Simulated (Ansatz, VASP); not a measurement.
**CsI: VASP beside Ansatz**

File INCAR:

```
SYSTEM = CsI
PREC = Accurate ; ENCUT = 400
EDIFF = 1E-8 ; ISMEAR = -1
SIGMA = 0.01 ; LREAL = .FALSE.
LASPH = .TRUE. ; NELM = 120
ALGO = Normal ; ISIF = 2
LWAVE = .FALSE. ; LCHARG = .FALSE.
GGA = PE ; LEFG = .TRUE.
NBANDS = 15 ; GGA_COMPAT = .FALSE.
```

KPOINTS

```
Automatic mesh
0
G
  7 7 7
  0 0 0
```

The input POSCAR:

```
CsI
1.0
    4.5205685632      0.0000000000      0.0000000000
    0.0000000000      4.5205685632      0.0000000000
    0.0000000000      0.0000000000      4.5205685632
Cs I
1 1
Direct
    0.0000000000      0.0000000000      0.0000000000
    0.5000000000      0.5000000000      0.5000000000
```

Input for Ansatz:

```yaml
crystal:
  lattice:
    - [4.5205685632, 0.0, 0.0]
    - [0.0, 4.5205685632, 0.0]
    - [0.0, 0.0, 4.5205685632]
  atoms:
    - { symbol: Cs, position: [0.0, 0.0, 0.0] }
    - { symbol: I, position: [0.5, 0.5, 0.5] }
kpoints:
  mp_grid: { grid: [7, 7, 7] }
scf:
  occupations: { method: fermi_dirac, width: 0.01 }
hamiltonian:
  xc: pbe
  pseudopotentials: { kind: paw }
output:
  forces: true
  stress: true
  eigenvalues: true
  efg: { contact_densities: true }
```

Change from the starting cell: volume scaled by 0.97, PAW files.

Alike in both runs: task electric field gradients; functional PBE; k mesh 7 × 7 × 7; occupations fermi-dirac, width 0.01 eV; no spin polarisation.

```csv
,VASP,Ansatz
version,VASP 6.6.1,Ansatz 0.2.0
potentials or method,"VASP PAW PBE potentials, release 64 (Cs_sv, I)","PAW with Ansatz's default frozen-core files, scalar-relativistic"
plane-wave cutoff (eV),400,420
valence electrons in the cell,16,26
```

Ansatz gave:

| Property | Result |
| --- | --- |
| gap on the k mesh at the Fermi level (eV) | 4.02 |
| pressure (GPa) | 1.2 |

**Question.** What did VASP give for the same quantities?

**Answer.** gap on the k mesh at the Fermi level (eV): 4.01; pressure (GPa): 1.2.

With one functional, cell and mesh, what is left measures potentials, basis and numerics. VASP's potentials hold 16 valence electrons a cell and Ansatz's 26, so a difference there can come from the potentials and not from the codes.

Spin-orbit coupling is off throughout.
